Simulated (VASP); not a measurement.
NaCl, 2 atoms in the cell. It takes space group Imm2 (No. 44, orthorhombic). The conventional cell has a = 4.005 Å, b = 5.663 Å, c = 4.005 Å, α = 90.00°, β = 90.00°, γ = 90.00°. Within 3.5 Å of Na (site symmetry mm2) lie 6 Cl at 2.65 to 3.02 Å. Cl (site symmetry mm2) has 6 Na at 2.65 to 3.02 Å within 3.5 Å.  This cell differs from its parent crystal: all Cl atoms moved +0.263 Å, as atom 2 along Cartesian [1 -1 0].

| Quantity | Value |
| --- | --- |
| Program | VASP 6.6.1 |
| Task | single point |
| Functional | PBEsol |
| Potentials or basis | VASP PAW PBE potentials, release 64 (Na_pv, Cl) |
| Cutoff | 520 eV |
| k mesh | 8 × 8 × 8 |
| Occupations | gaussian, width 0.05 eV |
| Spin | no spin polarisation |
| Dipole correction | no |
| Further INCAR settings | ALGO = Normal; EDIFF = 1e-07; NBANDS = 14 |

Potentials or basis: VASP PAW PBE potentials, release 64 (Na_pv, Cl).

The run is started by

```sh
$ cat potpaw_PBE.64/Na_pv/POTCAR potpaw_PBE.64/Cl/POTCAR > POTCAR
$ mpirun -np 1 vasp_std > vasp.out
```

Hardware: 1 thread of AMD EPYC 7R43 64-Core Processor (Zen 3) (shared host).

Q: Estimate the wall time of this run.

A: Wall time 64 s on 1 thread of AMD EPYC 7R43 64-Core Processor (Zen 3), with other jobs on the host, peak memory 0.16 GiB. Counts: scf iterations 15, k points 95.
